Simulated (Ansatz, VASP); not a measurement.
Two plane-wave programs on Al2Ru

File INCAR:

```
SYSTEM = Al2Ru
PREC     = Accurate       ! precision mode
ENCUT    = 520            ! plane-wave cutoff, eV
EDIFF    = 1E-6           ! SCF threshold, eV
ISMEAR   = 0              ! smearing method
SIGMA    = 0.03           ! smearing width, eV
LREAL    = .FALSE.        ! projectors in reciprocal space
LASPH    = .TRUE.         ! aspherical terms in the spheres
NELM     = 60             ! most SCF steps
ALGO     = Fast           ! electronic algorithm
ISIF     = 2              ! what is computed and relaxed
LWAVE    = .FALSE.        ! write WAVECAR
LCHARG   = .FALSE.        ! write CHGCAR
NBANDS   = 29             ! bands
```

File KPOINTS:

```
Automatic mesh
0
G
  10 10 10
  0 0 0
```

The input POSCAR:

```
Al2Ru
1.0
    0.0000000000      3.8883084143      4.2747107179
    2.2229182926      0.0000000000      4.2747107179
    2.2229182926      3.8883084143      0.0000000000
Al Ru
4 2
Direct
    0.0788992938      0.4211007062      0.0788992938
    0.4211007062      0.0788992938      0.4211007062
    0.1711007062      0.8288992938      0.1711007062
    0.8288992938      0.1711007062      0.8288992938
    0.7500000000      0.7500000000      0.7500000000
    0.5000000000      0.5000000000      0.5000000000
```

Input for Ansatz:

```yaml
crystal:
  lattice:
    - [0.0, 3.8883084143, 4.2747107179]
    - [2.2229182926, 0.0, 4.2747107179]
    - [2.2229182926, 3.8883084143, 0.0]
  atoms:
    - { symbol: Al, position: [0.0788992938, 0.4211007062, 0.0788992938] }
    - { symbol: Al, position: [0.4211007062, 0.0788992938, 0.4211007062] }
    - { symbol: Al, position: [0.1711007062, 0.8288992938, 0.1711007062] }
    - { symbol: Al, position: [0.8288992938, 0.1711007062, 0.8288992938] }
    - { symbol: Ru, position: [0.75, 0.75, 0.75] }
    - { symbol: Ru, position: [0.5, 0.5, 0.5] }
basis:
  ecutwfc: 420
kpoints:
  mp_grid: { grid: [10, 10, 10] }
hamiltonian:
  xc: lda
  pseudopotentials: { kind: paw, azcp: { folder: soft_1 } }
scf:
  occupations: { method: gaussian, width: 0.03 }
output:
  forces: true
  stress: true
  eigenvalues: true
```

Change from the starting cell: volume 12.316 Å^3 an atom, stretch along a over the lengths across it, relative to the relaxed cell 0.9703.

Alike in both runs: task single point; functional LDA; k mesh 10 × 10 × 10; occupations gaussian, width 0.03 eV; no spin polarisation.

|  | VASP | Ansatz |
| --- | --- | --- |
| version | VASP 6.6.1 | Ansatz 0.2.0 |
| potentials or method | VASP PAW LDA potentials, release 64 (Al, Ru_pv), cutoff 520 eV | scalar-relativistic, plane waves, PAW |
| valence electrons in the cell | 40 | 44 |

|  | VASP | Ansatz | Ansatz less VASP |
| --- | --- | --- | --- |
| gap on the k mesh at the Fermi level (eV) | none | none | - |
| pressure (GPa) | 20.0 | 19.3 | -0.69 |
| traceless stress, the component that is largest in VASP (GPa) | 7.73 | 7.68 | -0.047 |
| rms of the force components (eV/Å) | 0.120 | 0.117 | -0.0029 |

Ansatz warns that its potentials were made for another functional, while VASP's fit it. LDA's correlation is that of Perdew and Zunger in VASP and of Perdew and Wang (1992) in Ansatz. Atom by atom the forces differ by 0.003 eV/Å (rms over components). A gap of «none» marks a metal or a gap that the smearing closes. VASP's potentials hold 40 valence electrons a cell and Ansatz's 44, so a difference there can come from the potentials and not from the codes.
